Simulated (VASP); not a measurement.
Write the native input for VASP 6.6.1 that does the following.

* Task: single point
* Functional: PBE
* Potentials or basis: VASP PAW PBE potentials, release 64 (Re)
* Cutoff: 520 eV
* k mesh: 8 × 8 × 8
* Occupations: gaussian, width 0.05 eV
* Spin: no spin polarisation
* Dipole correction: no
* Further INCAR settings: ALGO = Normal; EDIFF = 1e-06; NBANDS = 10

The structure of Re lies in POSCAR:

```
Re
1.0
   -1.5753253033      1.5753253033      1.5753253033
    1.5753253033     -1.5753253033      1.5753253033
    1.5753253033      1.5753253033     -1.5753253033
Re
1
Direct
    0.0000000000      0.0000000000      0.0000000000
```

These files were run (other wordings do the same):

INCAR

```
PREC = Accurate
ENCUT = 520
EDIFF = 1E-6
ISMEAR = 0
SIGMA = 0.05
LREAL = False
LASPH = True
NELM = 60
ALGO = Normal
ISIF = 2
LWAVE = False
LCHARG = True
GGA = PE
LELF = True
LVHAR = True
NBANDS = 10
```

KPOINTS

```
regular mesh
0
Gamma
  8 8 8
```

Potentials or basis: VASP PAW PBE potentials, release 64 (Re).

The run is started by

```sh
$ cat potpaw_PBE.64/Re/POTCAR > POTCAR
$ mpirun -np 1 vasp_std > vasp.out
```

It gave:

```yaml
Pressure: -12.4 GPa
```

It took 7.3 s on 1 thread of AMD EPYC 7R13, on a shared host, peak memory 0.09 GiB.
